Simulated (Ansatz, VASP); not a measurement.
**One calculation of CdSe, two programs**

```
Cd Se
1.0
     0.00000    3.22378    3.22378
     3.22378    0.00000    3.22378
     3.22378    3.22378    0.00000
Cd Se
1 1
Cartesian
  0.0000 0.0000 0.0000
  4.8357 4.8357 4.8357
```

Change from the starting cell: strain +0.050 along x and y, +0.050 along z, atoms carried along.

Alike in both runs: task single point; functional PBE; k mesh 10 × 10 × 10; occupations gaussian, width 0.05 eV; no spin polarisation.

|  | VASP | Ansatz |
| --- | --- | --- |
| version | VASP 6.6.1 | Ansatz 0.2.0 |
| potentials or method | VASP PAW PBE potentials, release 64 (Cd, Se), cutoff 520 eV | scalar-relativistic, plane waves, PAW |
| valence electrons in the cell | 18 | 36 |

Ansatz gave:

* gap on the k mesh at the Fermi level (eV): 0.25
* least direct gap on the mesh (eV): 0.25
* pressure (GPa): -4.0

Task: What did VASP give for the same quantities?

Result: gap on the k mesh at the Fermi level (eV): 0.25; least direct gap on the mesh (eV): 0.25; pressure (GPa): -3.9.

VASP's potentials hold 18 valence electrons a cell and Ansatz's 36, so a difference there can come from the potentials and not from the codes.
